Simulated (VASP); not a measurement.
# WS2 (Tungstenite) (P6_3/mmc) in VASP: settings compared

Aim: see how the results for WS2 (Tungstenite) move with the level of theory and the settings. Levels: RPBE, PBE, r2SCAN+rVV10. Tasks: single point.

Everything below comes from runs of VASP 6.6.1. Logs are shortened: lines on timing, memory, paths and dates and some standing lists are left out, and cuts for length are marked.

## Step 1: The cell of the first run

The structure is hexagonal, space group P6_3/mmc (No. 194). Conventional cell: a = 3.242 Å, b = 3.242 Å, c = 12.745 Å, α = 90.00°, β = 90.00°, γ = 120.00°. W (site symmetry -6m2) has 6 S at 2.46 Å within 3.2 Å. S (site symmetry 3m) has 3 W at 2.46 Å and 1 S at 3.19 Å within 3.2 Å.

## Step 2: Single point, RPBE

Contents of INCAR:

```
ALGO     = Normal         # electronic algorithm
EDIFF    = 1E-6           # SCF threshold, eV
ENCUT    = 520            # plane-wave cutoff, eV
GGA      = RP             # functional
ISIF     = 2              # what is computed and relaxed
ISMEAR   = -1             # smearing method
LASPH    = T              # aspherical terms in the spheres
LCHARG   = F              # write CHGCAR
LREAL    = F              # projectors in reciprocal space
LWAVE    = F              # write WAVECAR
NBANDS   = 35             # bands
NELM     = 100            # most SCF steps
PREC     = Accurate       # precision mode
SIGMA    = 0.05           # smearing width, eV
```

Contents of KPOINTS:

```
k-points
0
Gamma
  10 10 3
```

Contents of POSCAR:

```
WS2
1.0
    3.2423687753      0.0000000000      0.0000000000
   -1.6211843877      2.8079737278      0.0000000000
    0.0000000000      0.0000000000     12.7451602803
W S
2 4
Direct
    0.6666666667      0.3333333333      0.7500000000
    0.3333333333      0.6666666667      0.2500000000
    0.6666666667      0.3333333333      0.3750000000
    0.3333333333      0.6666666667      0.8750000000
    0.6666666667      0.3333333333      0.1250000000
    0.3333333333      0.6666666667      0.6250000000
```

Potentials or basis: VASP PAW PBE potentials, release 64 (W_sv, S).

Run with:

```console
$ cat potpaw_PBE.64/W_sv/POTCAR potpaw_PBE.64/S/POTCAR > POTCAR
$ mpirun -np 1 vasp_std > vasp.out
```

OUTCAR:

```text
EDIFF = 1E-6
   ENCUT = 520
   GGA = RP
   ISIF = 2
   ISMEAR = -1
   LASPH = T
   LREAL = F
   NELM = 100
   PREC = Accurate

 ion  position               nearest neighbor table
   1  0.667  0.333  0.750-   4 2.46   6 2.46   4 2.46   6 2.46   4 2.46   6 2.46
   2  0.333  0.667  0.250-   3 2.46   5 2.46   3 2.46   5 2.46   3 2.46   5 2.46
   3  0.667  0.333  0.375-   2 2.46   2 2.46   2 2.46
   4  0.333  0.667  0.875-   1 2.46   1 2.46   1 2.46
   5  0.667  0.333  0.125-   2 2.46   2 2.46   2 2.46
   6  0.333  0.667  0.625-   1 2.46   1 2.46   1 2.46

  LATTYP: Found a hexagonal cell.
 ALAT       =     3.2423687753
 C/A-ratio  =     3.9308176101

  Lattice vectors:

 A1 = (   3.2423687753,   0.0000000000,   0.0000000000)
 A2 = (  -1.6211843877,   2.8079737278,   0.0000000000)
 A3 = (   0.0000000000,   0.0000000000,  12.7451602803)

Analysis of symmetry for initial positions (statically):
=====================================================================
 Subroutine PRICEL returns:
 Original cell was already a primitive cell.

 Routine SETGRP: Setting up the symmetry group for a
 hexagonal supercell.

 Subroutine GETGRP returns: Found 24 space group operations
 (whereof 12 operations were pure point group operations)
 out of a pool of 24 trial point group operations.

The static configuration has the point symmetry D_3d.
 The point group associated with its full space group is D_6h.

Analysis of symmetry for dynamics (positions and initial velocities):
=====================================================================
 Subroutine PRICEL returns:
 Original cell was already a primitive cell.

 Routine SETGRP: Setting up the symmetry group for a
 hexagonal supercell.

 Subroutine GETGRP returns: Found 24 space group operations
 (whereof 12 operations were pure point group operations)
 out of a pool of 24 trial point group operations.

The dynamic configuration has the point symmetry D_3d.
 The point group associated with its full space group is D_6h.

 Subroutine INISYM returns: Found 24 space group operations
 (whereof 12 operations are pure point group operations),
 and found     1 'primitive' translations

----------------------------------------------------------------------------------------
[... 93 lines left out ...]
   ISTART =      0    job   : 0-new  1-cont  2-samecut
   ICHARG =      2    charge: 1-file 2-atom 10-const
   ISPIN  =      1    spin polarized calculation?
   LNONCOLLINEAR =      F non collinear calculations
   LSORBIT =      F    spin-orbit coupling
   LASPH  =      T    aspherical Exc in radial PAW
   ENCUT  =  520.0 eV  38.22 Ry    6.18 a.u.   6.03  6.03 23.70*2*pi/ulx,y,z
   NELM   =    100;   NELMIN=  2; NELMDL= -5     # of ELM steps
   EDIFF  = 0.1E-05   stopping-criterion for ELM
   LREAL  =      F    real-space projection
   EDIFFG = 0.1E-04   stopping-criterion for IOM
   NSW    =      0    number of steps for IOM
   IBRION =     -1    ionic relax: 0-MD 1-quasi-New 2-CG
   NFREE  =      0    steps in history (QN), initial steepest desc. (CG)
   ISIF   =      2    stress and relaxation
   ISYM   =      2    0-nonsym 1-usesym 2-fastsym
   POTIM  = 0.5000    time-step for ionic-motion
   TEBEG  =    0.0;   TEEND  =   0.0 temperature during run
   PSTRESS=    0.0 pullay stress
   NELECT =      52.0000    total number of electrons
   NUPDOWN=      -1.0000    fix difference up-down
   EMIN   =  10.00;   EMAX   =-10.00  energy-range for DOS
   EFERMI =   0.00;   METHOD = LEGACY
   ISMEAR =    -1;   SIGMA  =   0.05  broadening in eV -4-tet -1-fermi 0-gaus
   EFERMI_NEDOS =   21; number of points for ismear=-14 and -15
   IALGO  =     38    algorithm
   IMIX   =      4    mixing-type and parameters
     AMIX     =   0.40;   BMIX     =  1.00
     AMIX_MAG =   1.60;   BMIX_MAG =  1.00
  volume/ion in A,a.u.               =      19.34       130.51
  Fermi-wavevector in a.u.,A,eV,Ry     =   1.252783  2.367416 21.353856  1.569464
  Thomas-Fermi vector in A             =   2.386667
   LORBIT       =      0    0 simple, 1 ext, 2 COOP (PROOUT), +10 PAW based schemes
   GGA     = RP    functional components
   LHFCALC =     F    Hartree Fock is set to
   AEXX    =    0.0000 exact exchange contribution
   IVDW    =     0    specifies the selected vdW correction
   LEPSILON=     F    determine dielectric tensor
   LRPA    =     F    only Hartree local field effects (RPA)
 non-spin polarized calculation
  energy-cutoff  :      520.00
  volume of cell :      116.04
 maximum number of plane-waves:      3168
   NGX = 13   NGY = 13   NGZ = 47

 number of electron      52.0000006 magnetization

 Free energy of the ion-electron system (eV)
  ---------------------------------------------------
  ext. energy  EPLUGINS =         0.00000000
  ---------------------------------------------------
  free energy    TOTEN  =       -44.75539497 eV

  energy without entropy =      -44.75539475  energy(sigma->0) =      -44.75539486

 E-fermi :   7.0061     XC(G=0): -10.3230

 val. band max:        6.4608476744   @ k =   0.0000   0.0000   0.0000
 cond. band min:       7.6866966117   @ k =   0.2000   0.2000   0.0000
 fundamental gap:      1.2258489372
 Fermi energy:         7.0061090105

 k-point     1 :       0.0000    0.0000    0.0000
  band No.  band energies     occupation
      1     -68.2488      2.00000
      2     -68.2488      2.00000
      3     -32.4170      2.00000
      4     -32.4170      2.00000
      5     -32.3198      2.00000
      6     -32.3198      2.00000
[... 901 lines left out ...]
     34      10.3653      0.00000
     35      11.3559      0.00000

 [... further k-points ...]
[... 5 lines left out ...]
  --------------------------------------------------------------------------------------
  -------------------------------------------------------------------------------------
  Total       -2.9600758     -2.9600758     -2.2119542      0.0000000      0.0000000     -0.0000000
  in kB      -40.8707554    -40.8707554    -30.5411911      0.0000000      0.0000000     -0.0000000
  external PRESSURE =     -37.4275673 kB  Pullay stress =       0.0000000 kB

 VOLUME and BASIS-vectors are now :
 -----------------------------------------------------------------------------
  energy-cutoff  :      520.00
  volume of cell :      116.04
      direct lattice vectors                 reciprocal lattice vectors
     3.242368775  0.000000000  0.000000000     0.308416491  0.178064344  0.000000000
    -1.621184388  2.807973728  0.000000000     0.000000000  0.356128688  0.000000000
     0.000000000  0.000000000 12.745160280     0.000000000  0.000000000  0.078461155

 POSITION                                       TOTAL-FORCE (eV/Angst)
 -----------------------------------------------------------------------------------
      1.62118      0.93599      9.55887         0.000000     -0.000000     -0.000000
     -0.00000      1.87198      3.18629        -0.000000     -0.000000     -0.000000
      1.62118      0.93599      4.77944        -0.000000      0.000000     -0.744221
     -0.00000      1.87198     11.15202         0.000000      0.000000     -0.744221
      1.62118      0.93599      1.59315         0.000000     -0.000000      0.744221
     -0.00000      1.87198      7.96573         0.000000      0.000000      0.744221
 -----------------------------------------------------------------------------------
    total drift:                               -0.000000      0.000000     -0.000000

  FREE ENERGIE OF THE ION-ELECTRON SYSTEM (eV)
  ---------------------------------------------------
  free  energy   TOTEN  =       -44.7553949699 eV

  energy  without entropy=      -44.7553947548  energy(sigma->0) =      -44.75539486
```

It took 63 s on 1 thread of AMD EPYC 9R45 (Zen 5), shared host; peak memory 0.24 GiB.

What came out:

* Free energy: -44.7554 eV
* Pressure: -3.7 GPa
* Largest force: 0.744 eV/Å
* Band gap on the k mesh: 1.23 eV, indirect (least direct gap 1.94 eV)

Forces in eV/Å, atoms in the order of the input:
```
W    0.000  0.000  0.000
W    0.000  0.000  0.000
S    0.000  0.000 -0.744
S    0.000  0.000 -0.744
S    0.000  0.000  0.744
S    0.000  0.000  0.744
```

Stress tensor (GPa, compression positive):
```
-4.09  0.00  0.00
 0.00 -4.09  0.00
 0.00  0.00 -3.05
```

Levels at points of the mesh, in eV from the valence-band top:
```tsv
k point	band 23	band 24	band 25	band 26	band 27	band 28	band 29	band 30
(0.00, 0.00, 0.00)	-2.09	-1.52	-0.86	0.00	2.18	2.18	2.19	2.19
(0.50, 0.00, 0.00)	-1.92	-1.78	-1.49	-1.35	2.11	2.14	2.47	2.62
```

Caveat: the PAW data sets were made with another functional, which shifts forces and pressure a little; spin-orbit coupling is left out, which moves the levels of the heavy elements; this functional lacks dispersion, which binds the layers, so the pressure and a relaxed spacing across them are unreliable. A k mesh can miss the band edges.

## Step 3: Single point, PBE

Contents of INCAR:

```
PREC = Accurate
ENCUT = 520
EDIFF = 1E-6
ISMEAR = -1
SIGMA = 0.05
LREAL = False
LASPH = True
NELM = 60
ALGO = Normal
ISIF = 2
LWAVE = False
LCHARG = False
GGA = PE
NBANDS = 35
```

Contents of KPOINTS:

```
regular mesh
0
Gamma
  10 10 3
```

POSCAR is that of step 2.

Potentials or basis: VASP PAW PBE potentials, release 64 (W_sv, S).

Run with:

```console
$ cat potpaw_PBE.64/W_sv/POTCAR potpaw_PBE.64/S/POTCAR > POTCAR
$ mpirun -np 1 vasp_std > vasp.out
```

Wall time 58 s (1 thread of AMD EPYC 9R45 (Zen 5), shared host); peak memory 0.24 GiB.

The run converged. Its results:

| Property | Result |
| --- | --- |
| Free energy | -47.1944 eV |
| Pressure | -6.2 GPa |
| Largest force | 0.811 eV/Å |
| Band gap on the k mesh | 1.17 eV, indirect (least direct gap 1.93 eV) |

Forces on the atoms (eV/Å):
```
W    0.000  0.000  0.000
W    0.000  0.000  0.000
S    0.000  0.000 -0.811
S    0.000  0.000 -0.811
S    0.000  0.000  0.811
S    0.000  0.000  0.811
```

Stress tensor (GPa, compression positive):
```
-6.48  0.00  0.00
 0.00 -6.48  0.00
 0.00  0.00 -5.51
```

Levels at points of the mesh, in eV from the valence-band top:
```csv
k point,band 22,band 23,band 24,band 25,band 26,band 27,band 28,band 29,band 30,band 31
"(0.00, 0.00, 0.00)",-2.10,-2.10,-1.51,-0.90,0.00,2.17,2.17,2.18,2.18,2.21
"(0.50, 0.00, 0.00)",-2.56,-1.91,-1.77,-1.50,-1.35,2.08,2.12,2.44,2.60,3.05
```

Caveat: spin-orbit coupling is left out, which moves the levels of the heavy elements; this functional lacks dispersion, which binds the layers, so the pressure and a relaxed spacing across them are unreliable.

## Step 4: Single point, r2SCAN+rVV10

This run uses another cell than the first one, of 18.12 Å³/atom, 0.937 times its volume.

Contents of POSCAR:

```
WS2
1.0
    3.1699696665      0.0000000000      0.0000000000
   -1.5849848332      2.7452742604      0.0000000000
    0.0000000000      0.0000000000     12.4920461780
W S
2 4
Direct
    0.6666666667      0.3333333333      0.7500000000
    0.3333333333      0.6666666667      0.2500000000
    0.6666666667      0.3333333333      0.3750963848
    0.3333333333      0.6666666667      0.8750963848
    0.6666666667      0.3333333333      0.1249036152
    0.3333333333      0.6666666667      0.6249036152
```

Contents of INCAR.step1:

```
SYSTEM = WS2
PREC = Accurate ; ENCUT = 520
ISMEAR = -1 ; SIGMA = 0.05
LREAL = .False. ; LASPH = .True.
NELM = 80 ; NBANDS = 35
GGA = PE ; ALGO = Normal
EDIFF = 1E-4 ; LWAVE = .True.
LCHARG = .False.
```

Contents of INCAR.step2:

```
SYSTEM = WS2
PREC = Accurate ; ENCUT = 520
EDIFF = 1E-6 ; ISMEAR = -1
SIGMA = 0.05 ; LREAL = .False.
LASPH = .True. ; NELM = 80
ALGO = Normal ; ISIF = 2
LWAVE = .False. ; LCHARG = .True.
METAGGA = R2SCAN ; LMIXTAU = .True.
LUSE_VDW = .True. ; IVDW_NL = 2
BPARAM = 11.95 ; CPARAM = 0.0093
LELF = .True. ; LVHAR = .True.
NBANDS = 35 ; ISTART = 1
```

Contents of KPOINTS:

```
Automatic mesh
0
Gamma
  10 10 3
  0 0 0
```

Run with:

```console
$ cat potpaw_PBE.64/W_sv/POTCAR potpaw_PBE.64/S/POTCAR > POTCAR
$ cp INCAR.step1 INCAR
$ mpirun -np 1 vasp_std > vasp.out
$ cp INCAR.step2 INCAR
$ mpirun -np 1 vasp_std > vasp.out
```

It took 3.8 min on 1 thread of AMD EPYC 9R45 (Zen 5), shared host; peak memory 0.46 GiB.

Results (log left out):

| Property | Result |
| --- | --- |
| Free energy | -139.1906 eV |
| Pressure | 0.4 GPa |
| Largest force | 0.042 eV/Å |
| Band gap on the k mesh | 1.22 eV, indirect (least direct gap 2.25 eV) |

Forces on the atoms (eV/Å):
```
W    0.000  0.000  0.000
W    0.000  0.000  0.000
S    0.000  0.000  0.042
S    0.000  0.000  0.042
S    0.000  0.000 -0.042
S    0.000  0.000 -0.042
```

Stress tensor (GPa, compression positive):
```
0.46 0.00 0.00
0.00 0.46 0.00
0.00 0.00 0.31
```

Levels at points of the mesh, in eV from the valence-band top:
```
           k point  band 23  band 24  band 25  band 26  band 27  band 28  band 29  band 30
(0.00, 0.00, 0.00)    -2.38    -1.72    -1.16     0.00     2.44     2.44     2.45     2.45
(0.50, 0.00, 0.00)    -2.15    -1.98    -1.77    -1.60     2.39     2.43     2.72     2.96
```

Caveat: the PAW data sets were made with another functional, which shifts forces and pressure a little; spin-orbit coupling is left out, which moves the levels of the heavy elements. A k mesh can miss the band edges.

## Step 5: Single point, PBE

This run uses another cell than the first one, of 21.30 Å³/atom, 1.101 times its volume.

Contents of INCAR:

```
PREC = Accurate ; ENCUT = 520
EDIFF = 1E-6 ; ISMEAR = -1
SIGMA = 0.05 ; LREAL = False
LASPH = True ; NELM = 80
ALGO = Normal ; ISIF = 2
LWAVE = False ; LCHARG = False
GGA = PE ; NBANDS = 35
```

Contents of KPOINTS:

```
Automatic mesh
0
Gamma
  10 10 3
```

Contents of POSCAR:

```
WS2
1.0
    3.1874448424      0.0000000000      0.0000000000
   -1.5937224212      2.7604082067      0.0000000000
    0.0000000000      0.0000000000     14.5229286276
W S
2 4
Direct
    0.6666666667      0.3333333333      0.7500000000
    0.3333333333      0.6666666667      0.2500000000
    0.6666666667      0.3333333333      0.3581925796
    0.3333333333      0.6666666667      0.8581925796
    0.6666666667      0.3333333333      0.1418074204
    0.3333333333      0.6666666667      0.6418074204
```

Run with:

```console
$ cat potpaw_PBE.64/W_sv/POTCAR potpaw_PBE.64/S/POTCAR > POTCAR
$ mpirun -np 1 vasp_std > vasp.out
```

Wall time 4 min (1 thread of AMD EPYC 7R13, shared host); peak memory 0.26 GiB.

It converged, with:

```
Free energy            : -47.3638 eV
Pressure               : 0.0 GPa
Band gap on the k mesh : 1.73 eV, indirect (least direct gap 2.14 eV)
```

Levels at points of the mesh, in eV from the valence-band top:
| k point | band 22 | band 23 | band 24 | band 25 | band 26 | band 27 | band 28 | band 29 | band 30 | band 31 |
| --- | --- | --- | --- | --- | --- | --- | --- | --- | --- | --- |
| (0.00, 0.00, 0.00) | -1.82 | -1.82 | -1.82 | -0.48 | 0.00 | 2.66 | 2.66 | 2.66 | 2.66 | 2.80 |
| (0.50, 0.00, 0.00) | -2.34 | -1.49 | -1.48 | -1.15 | -1.13 | 2.62 | 2.63 | 3.03 | 3.11 | 3.69 |

Caveat: spin-orbit coupling is left out, which moves the levels of the heavy elements; this functional lacks dispersion, which binds the layers, so the pressure and a relaxed spacing across them are unreliable.

(Part 1 of 2 ends here.)
